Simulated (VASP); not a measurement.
# BaH4 (C2/m) in VASP: further runs

Runs on BaH4. Level: PBE. Tasks: relaxation of shape and atoms at fixed volume.

Everything below comes from runs of VASP 6.6.1. Logs are shortened: lines on timing, memory, paths and dates and some standing lists are left out, and cuts for length are marked.

### Step 1. The cell of the first run

It takes space group C2/m (No. 12, monoclinic). Conventional cell: a = 7.209 Å, b = 4.396 Å, c = 4.217 Å, α = 90.00°, β = 122.19°, γ = 90.00°. Ba (site symmetry 2/m) has 20 H at 2.64 to 3.29 Å within 3.5 Å. H (site symmetry m) has 11 H at 2.03 to 2.94 Å and 4 Ba at 2.64 Å within 3.0 Å. H (site symmetry m) has 1 H at 0.77 Å within 1.0 Å.

### Step 2. Relaxation of shape and atoms at fixed volume, PBE (11.31 Å³/atom)

INCAR reads:

```
SYSTEM = BaH4
PREC = Accurate
ENCUT = 600
EDIFF = 1E-6
ISMEAR = 0
SIGMA = 0.02
LREAL = .False.
LASPH = .True.
NELM = 60
ALGO = Normal
ISIF = 4
LWAVE = .False.
LCHARG = .False.
GGA = PE
IBRION = 2
NSW = 50
EDIFFG = -0.01
```

KPOINTS reads:

```
regular mesh
0
Gamma
  6 6 6
  0 0 0
```

POSCAR reads:

```
BaH4
1.0
    3.6046198799     -2.1978673011      0.0013417222
    3.6046198799      2.1978673011      0.0013417222
   -2.2480554745      0.0000000000      3.5679900866
Ba H
1 4
Direct
    0.0000000000      0.0000000000      0.5000000000
    0.7389513842      0.7389513842      0.7615297170
    0.2610486158      0.2610486158      0.2384702830
    0.5384235883      0.5384235883      0.9631445392
    0.4615764117      0.4615764117      0.0368554608
```

Potentials or basis: VASP PAW PBE potentials, release 64 (Ba_sv, H).

On the command line:

```bash
> cat potpaw_PBE.64/Ba_sv/POTCAR potpaw_PBE.64/H/POTCAR > POTCAR
> mpirun -np 1 vasp_std > vasp.out
```

OUTCAR:

```text
SYSTEM = BaH4
   PREC = Accurate
   ENCUT = 600
   EDIFF = 1E-6
   ISMEAR = 0
   LREAL = .False.
   LASPH = .True.
   NELM = 60
   ISIF = 4
   GGA = PE
   IBRION = 2
   NSW = 50
   EDIFFG = -0.01

 ion  position               nearest neighbor table
   1  0.000  0.000  0.500-   2 2.64   3 2.64   2 2.64   2 2.64   3 2.64   3 2.64   3 2.64   2 2.64

   2  0.739  0.739  0.762-   1 2.64   1 2.64   1 2.64   1 2.64
   3  0.261  0.261  0.238-   1 2.64   1 2.64   1 2.64   1 2.64
   4  0.538  0.538  0.963-   5 0.77
   5  0.462  0.462  0.037-   4 0.77

  LATTYP: Found a base centered monoclinic cell.
 ALAT       =     7.2092402592
 B/A-ratio  =     0.6097361780
 C/A-ratio  =     0.5849637719
 COS(beta)  =    -0.5327603306

  Lattice vectors:

 A1 = (   3.6046198799,  -2.1978673011,   0.0013417222)
 A2 = (   3.6046198799,   2.1978673011,   0.0013417222)
 A3 = (  -2.2480554745,   0.0000000000,   3.5679900866)

Analysis of symmetry for initial positions (statically):
=====================================================================
 Subroutine PRICEL returns:
 Original cell was already a primitive cell.

 Routine SETGRP: Setting up the symmetry group for a
 base centered monoclinic supercell.

 Subroutine GETGRP returns: Found  4 space group operations
 (whereof  4 operations were pure point group operations)
 out of a pool of  4 trial point group operations.

The static configuration has the point symmetry C_2h.

Analysis of symmetry for dynamics (positions and initial velocities):
=====================================================================
 Subroutine PRICEL returns:
 Original cell was already a primitive cell.

 Routine SETGRP: Setting up the symmetry group for a
 base centered monoclinic supercell.

 Subroutine GETGRP returns: Found  4 space group operations
 (whereof  4 operations were pure point group operations)
 out of a pool of  4 trial point group operations.

The dynamic configuration has the point symmetry C_2h.

 Subroutine INISYM returns: Found  4 space group operations
 (whereof  4 operations are pure point group operations),
 and found     1 'primitive' translations

----------------------------------------------------------------------------------------

                                     Primitive cell

  volume of cell :      56.5479

  direct lattice vectors                    reciprocal lattice vectors
     3.604619880 -2.197867301  0.001341722     0.138678358 -0.227493261  0.087375983
     3.604619880  2.197867301  0.001341722     0.138678358  0.227493261  0.087375983
    -2.248055475  0.000000000  3.567990087    -0.000104298  0.000000000  0.280204123

  length of vectors
     4.221836917  4.221836917  4.217144374     0.280391571  0.280391571  0.280204142

  position of ions in fractional coordinates (direct lattice)
     0.000000000  0.000000000  0.500000000
     0.738951384  0.738951384  0.761529717
     0.261048616  0.261048616  0.238470283
     0.538423588  0.538423588  0.963144539
     0.461576412  0.461576412  0.036855461

  ion indices of the primitive-cell ions
   primitive index   ion index
                 1           1
                 2           2
                 3           3
                 4           4
                 5           5

----------------------------------------------------------------------------------------

 KPOINTS: regular mesh

Automatic generation of k-mesh.
 Grid dimensions read from file:
 generate k-points for:    6    6    6

 Generating k-lattice:

  Cartesian coordinates                     Fractional coordinates (reciprocal lattice)
     0.023113060 -0.037915544  0.014562664     0.166666667 -0.000000000  0.000000000
     0.023113060  0.037915544  0.014562664    -0.000000000  0.166666667  0.000000000
    -0.000017383  0.000000000  0.046700687     0.000000000  0.000000000  0.166666667

  Length of vectors
     0.046731929  0.046731929  0.046700690

  Shift w.r.t. Gamma in fractional coordinates (k-lattice)
     0.000000000  0.000000000  0.000000000

 Subroutine IBZKPT returns following result:
 ===========================================

 Found     68 irreducible k-points:

 Following reciprocal coordinates:
            Coordinates               Weight
  0.000000  0.000000  0.000000      1.000000
  0.166667  0.000000  0.000000      4.000000
  0.333333  0.000000  0.000000      4.000000
  0.500000  0.000000  0.000000      2.000000
  0.166667  0.166667  0.000000      2.000000
  0.333333  0.166667  0.000000      4.000000
[... 16 lines left out ...]
 -0.333333  0.166667  0.166667      4.000000
 -0.166667  0.166667  0.166667      4.000000
 [... further k-points ...]
   k-points           NKPTS =     68   k-points in BZ     NKDIM =     68   number of bands    NBANDS=     11
   number of dos      NEDOS =    301   number of ions     NIONS =      5
   total plane-waves  NPLWV =  46656
   dimension x,y,z NGX =    36 NGY =   36 NGZ =   36
   dimension x,y,z NGXF=    72 NGYF=   72 NGZF=   72
   ions per type =               1   4
   NGX,Y,Z   is equivalent  to a cutoff of  14.18, 14.18, 14.19 a.u.
   NGXF,Y,Z  is equivalent  to a cutoff of  28.35, 28.35, 28.38 a.u.
 SYSTEM =  BaH4
   PREC   = accura    normal or accurate (medium, high low for compatibility)
   ISTART =      0    job   : 0-new  1-cont  2-samecut
   ICHARG =      2    charge: 1-file 2-atom 10-const
   ISPIN  =      1    spin polarized calculation?
   LNONCOLLINEAR =      F non collinear calculations
   LSORBIT =      F    spin-orbit coupling
   LASPH  =      T    aspherical Exc in radial PAW
   ENCUT  =  600.0 eV  44.10 Ry    6.64 a.u.   8.43  8.43  8.42*2*pi/ulx,y,z
   NELM   =     60;   NELMIN=  2; NELMDL= -5     # of ELM steps
   EDIFF  = 0.1E-05   stopping-criterion for ELM
   LREAL  =      F    real-space projection
   EDIFFG = -.1E-01   stopping-criterion for IOM
   NSW    =     50    number of steps for IOM
   IBRION =      2    ionic relax: 0-MD 1-quasi-New 2-CG
   NFREE  =      1    steps in history (QN), initial steepest desc. (CG)
   ISIF   =      4    stress and relaxation
   ISYM   =      2    0-nonsym 1-usesym 2-fastsym
   POTIM  = 0.5000    time-step for ionic-motion
   TEBEG  =    0.0;   TEEND  =   0.0 temperature during run
   PSTRESS=    0.0 pullay stress
   NELECT =      14.0000    total number of electrons
   NUPDOWN=      -1.0000    fix difference up-down
   EMIN   =  10.00;   EMAX   =-10.00  energy-range for DOS
   EFERMI =   0.00;   METHOD = LEGACY
   ISMEAR =     0;   SIGMA  =   0.02  broadening in eV -4-tet -1-fermi 0-gaus
   EFERMI_NEDOS =   21; number of points for ismear=-14 and -15
   IALGO  =     38    algorithm
   IMIX   =      4    mixing-type and parameters
     AMIX     =   0.40;   BMIX     =  1.00
     AMIX_MAG =   1.60;   BMIX_MAG =  1.00
  volume/ion in A,a.u.               =      11.31        76.32
  Fermi-wavevector in a.u.,A,eV,Ry     =   1.027966  1.942574 14.377465  1.056714
  Thomas-Fermi vector in A             =   2.161938
   LORBIT       =      0    0 simple, 1 ext, 2 COOP (PROOUT), +10 PAW based schemes
   GGA     = PE    functional components
   LHFCALC =     F    Hartree Fock is set to
   AEXX    =    0.0000 exact exchange contribution
   IVDW    =     0    specifies the selected vdW correction
   LEPSILON=     F    determine dielectric tensor
   LRPA    =     F    only Hartree local field effects (RPA)
 conjugate gradient relaxation of ions
 non-spin polarized calculation
 Gauss-broadening in eV      SIGMA  =   0.02
  energy-cutoff  :      600.00
  volume of cell :       56.55
 maximum number of plane-waves:      1902
 NGX is ok and might be reduce to    36
   NGX = 17   NGY = 17   NGZ = 17

--------------------------------------- Ionic step        1  -------------------------------------------

 number of electron      14.0000000 magnetization

 Free energy of the ion-electron system (eV)
  ---------------------------------------------------
  ext. energy  EPLUGINS =         0.00000000
  ---------------------------------------------------
  free energy    TOTEN  =       -16.65647252 eV

  energy without entropy =      -16.65647252  energy(sigma->0) =      -16.65647252

------------------------ aborting loop because EDIFF is reached ----------------------------------------

  FORCE on cell =-STRESS in cart. coord.  units (eV):
  Direction    XX          YY          ZZ          XY          YZ          ZX
  --------------------------------------------------------------------------------------
  -------------------------------------------------------------------------------------
  Total        2.0493107      1.9320844      1.9320343      0.0000000      0.0000000     -0.0571090
  in kB       58.0633332     54.7419484     54.7405293      0.0000000      0.0000000     -1.6180743
  external PRESSURE =      55.8486036 kB  Pullay stress =       0.0000000 kB
[... 258 lines left out ...]
  energy  without entropy=      -16.6575900022  energy(sigma->0) =      -16.65759000

--------------------------------------- Ionic step        8  -------------------------------------------

 number of electron      14.0000000 magnetization

 Free energy of the ion-electron system (eV)
  ---------------------------------------------------
  ext. energy  EPLUGINS =         0.00000000
  ---------------------------------------------------
  free energy    TOTEN  =       -16.65761847 eV

  energy without entropy =      -16.65761847  energy(sigma->0) =      -16.65761847

 E-fermi :   1.1054     XC(G=0):  -8.9305

 val. band max:        1.0216848770   @ k =   0.0000   0.0000   0.0000
 cond. band min:       3.4919576596   @ k =   0.0000   0.0000   0.5000
 fundamental gap:      2.4702727826
 Fermi energy:         1.1054274664

 k-point     1 :       0.0000    0.0000    0.0000
  band No.  band energies     occupation
      1     -25.4568      2.00000
      2     -10.3944      2.00000
      3     -10.3942      2.00000
      4     -10.3446      2.00000
      5      -6.9266      2.00000
      6      -0.3605      2.00000
      7       1.0217      2.00000
      8       4.2050      0.00000
      9       4.2143      0.00000
     10       4.8209      0.00000
     11       6.5131      0.00000
[... 309 lines left out ...]
 k-point    24 :      -0.1667    0.1667    0.1667
  band No.  band energies     occupation
      1     -25.3991      2.00000
      2     -11.0387      2.00000
      3     -10.5188      2.00000
      4     -10.5124      2.00000
      5      -6.1386      2.00000
      6      -0.6385      2.00000
      7      -0.2465      2.00000
      8       4.6161      0.00000
      9       4.7788      0.00000
     10       5.7810      0.00000
     11       7.1814      0.00000

 [... further k-points ...]

------------------------ aborting loop because EDIFF is reached ----------------------------------------

  FORCE on cell =-STRESS in cart. coord.  units (eV):
  Direction    XX          YY          ZZ          XY          YZ          ZX
  --------------------------------------------------------------------------------------
  -------------------------------------------------------------------------------------
  Total        1.8996226      1.8882553      1.8942736      0.0000000      0.0000000     -0.0057427
  in kB       53.8222068     53.5001338     53.6706517      0.0000000      0.0000000     -0.1627099
  external PRESSURE =      53.6643307 kB  Pullay stress =       0.0000000 kB
[... 20 lines left out ...]
  FREE ENERGIE OF THE ION-ELECTRON SYSTEM (eV)
  ---------------------------------------------------
  free  energy   TOTEN  =       -16.6576184731 eV

  energy  without entropy=      -16.6576184731  energy(sigma->0) =      -16.65761847

 reached required accuracy - stopping structural energy minimisation
```

Run time: 2.6 min. Hardware: 1 thread of Intel Xeon Platinum 8259CL at 2.50GHz (Skylake/Cascade Lake), shared host; peak memory 0.24 GiB.

Results:

- Free energy: -16.6576 eV
- Energy gained by relaxing: 0.2 meV/atom
- Ionic steps: 8
- Pressure after relaxing: 5.4 GPa
- Largest force after relaxing: 0.009 eV/Å
- Band gap on the k mesh: 2.47 eV (least direct gap 2.63 eV)

Forces on the atoms (eV/Å):
```
Ba   0.000  0.000  0.000
H   -0.009  0.000  0.003
H    0.009  0.000 -0.003
H   -0.005  0.000  0.000
H    0.005  0.000  0.000
```

Step by step:
```tsv
step	energy change (eV)	largest force (eV/Å)	pressure (GPa)	volume (Å³)
1	0.0000	0.2360	5.58	56.55
2	0.0021	0.3868	5.08	56.55
3	-0.0010	0.0123	5.40	56.55
4	-0.0010	0.0124	5.39	56.55
5	-0.0011	0.0127	5.38	56.55
6	-0.0010	0.0132	5.36	56.55
7	-0.0011	0.0126	5.37	56.55
8	-0.0011	0.0092	5.37	56.55
```

Final structure:
```cif
data_structure
_symmetry_space_group_name_H-M 'P 1'
_symmetry_Int_Tables_number 1
_cell_length_a 4.2175
_cell_length_b 4.2175
_cell_length_c 4.2139
_cell_angle_alpha 116.940
_cell_angle_beta 116.940
_cell_angle_gamma 62.927
_cell_volume 56.55
loop_
_atom_site_label
_atom_site_type_symbol
_atom_site_fract_x
_atom_site_fract_y
_atom_site_fract_z
_atom_site_occupancy
Ba1 Ba 0.00000 0.00000 0.50000 1
H1 H 0.73850 0.73850 0.76194 1
H2 H 0.26150 0.26150 0.23806 1
H3 H 0.53902 0.53902 0.96274 1
H4 H 0.46098 0.46098 0.03726 1
```

Caveat: spin-orbit coupling is left out, which moves the levels of the heavy elements.

[end of part 1 of 3]
